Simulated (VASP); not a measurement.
## GaSb: relaxation of cell and atoms with PBEsol

Crystal: GaSb.

```
Ga Sb
1.0
     0.00000    3.05627    3.05627
     3.05627    0.00000    3.05627
     3.05627    3.05627    0.00000
Ga Sb
1 1
Direct
  0.00000 0.00000 0.00000
  0.75000 0.75000 0.75000
```

```yaml
Program: VASP 6.6.1
Task: relaxation of cell and atoms
Functional: PBEsol
Potentials_or_basis: VASP PAW PBE potentials, release 64 (Ga_d, Sb)
Cutoff: 600 eV
k_mesh: 12 × 12 × 12
Occupations: fermi-dirac, width 0.15 eV
Spin: no spin polarisation
Target_pressure: 4 GPa
Dipole_correction: no
Further_INCAR_settings: ALGO = Normal; EDIFF = 1e-07; IBRION = 2; EDIFFG = -0.001; NSW = 80; ISIF = 3
```

```json
{"Relaxed volume": "26.75 Å³/atom", "Relaxed cell": "a = 4.230 Å, b = 4.230 Å, c = 4.230 Å, α = 60.00°, β = 60.00°, γ = 60.00°", "Space group after relaxing (to 0.1 Å)": "F-43m (No. 216)", "Energy change on relaxing (the run minimises the enthalpy)": "+21.5 meV/atom", "Ionic steps": "3", "Pressure after relaxing": "4.0 GPa", "Band gap on the k mesh": "0.48 eV"}
```

Step by step:
```tsv
step	energy change (eV)	largest force (eV/Å)	pressure (GPa)	volume (Å³)
1	0.0000	0.0000	0.08	57.10
2	0.1096	0.0000	6.85	51.52
3	0.0429	0.0000	4.00	53.51
```

Final structure:
```
Ga Sb
1.0
     0.00000    2.99083    2.99083
     2.99083    0.00000    2.99083
     2.99083    2.99083    0.00000
Ga Sb
1 1
Direct
  0.00000 0.00000 0.00000
  0.75000 0.75000 0.75000
```

Levels at points of the mesh, in eV from the valence-band top:
```csv
k point,band 7,band 8,band 9,band 10,band 11,band 12
"(0.00, 0.00, 0.00)",0.00,0.00,0.00,0.48,2.74,2.74
"(0.50, 0.00, 0.00)",-6.75,-1.27,-1.27,0.49,3.71,3.71
"(0.50, 0.50, 0.00)",-7.16,-2.83,-2.83,0.75,1.03,9.12
```

It took 4.9 min on 1 thread of Intel Xeon 8259CL, with other jobs on the host, peak memory 0.26 GiB.

Caveat: the cell is relaxed towards a set pressure, so the run minimises the enthalpy, not the energy; the PAW data sets were made with another functional, which shifts forces and pressure a little; spin-orbit coupling is left out, which moves the levels of the heavy elements. A k mesh can miss the band edges.
